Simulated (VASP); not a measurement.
The system is Ta3Ag.

```
Ta Ag
1.0
     5.87789    0.00000    0.00000
    -2.93895    5.09040    0.00000
     0.00000    0.00000    4.71791
Ta Ag
6 2
Cartesian
  2.9389 3.3902 1.1795
  -1.4665 4.2403 3.5384
  1.4724 0.8501 1.1795
  0.0000 1.7002 3.5384
  4.4055 0.8501 1.1795
  1.4665 4.2403 3.5384
  0.0000 3.3936 1.1795
  2.9389 1.6968 3.5384
```

```yaml
Program: VASP 6.6.1
Task: relaxation of cell and atoms
Functional: PBE
Potentials_or_basis: VASP PAW PBE potentials, release 64 (Ta_pv, Ag)
Cutoff: 600 eV
k_mesh: 3 × 3 × 4
Occupations: gaussian, width 0.1 eV
Spin: no spin polarisation
```

At the start: pressure 4.7 GPa; volume 17.65 Å³/atom.

Q: How do energy, volume and symmetry change on relaxing?

A: Over 6 steps the energy falls by 11.6 meV/atom and the volume is 18.08 Å³/atom (+2.5 %); space group P6_3/mmc (No. 194, to 0.1 Å) before and after.

Step by step:
```csv
step,energy change (eV),largest force (eV/Å),pressure (GPa),volume (Å³)
1,0.0000,0.2735,4.68,141.16
2,0.0988,0.2344,-7.81,151.95
3,-0.0669,0.2292,-0.62,145.23
4,-0.0869,0.1146,-0.14,144.91
5,-0.0912,0.0265,0.53,144.50
6,-0.0925,0.0313,0.28,144.65
```

Final structure:
```
Ta Ag
1.0
     5.87587    0.00000    0.00000
    -2.93793    5.08865    0.00000
     0.00000    0.00000    4.83762
Ta Ag
6 2
Direct
  0.83543 0.67086 0.25000
  0.16457 0.83543 0.75000
  0.32914 0.16457 0.25000
  0.16457 0.32914 0.75000
  0.83543 0.16457 0.25000
  0.67086 0.83543 0.75000
  0.33333 0.66667 0.25000
  0.66667 0.33333 0.75000
```

Caveat: the k points lie up to 0.41 Å⁻¹ apart in the final cell, too coarse for converged energies and pressures of a metal.
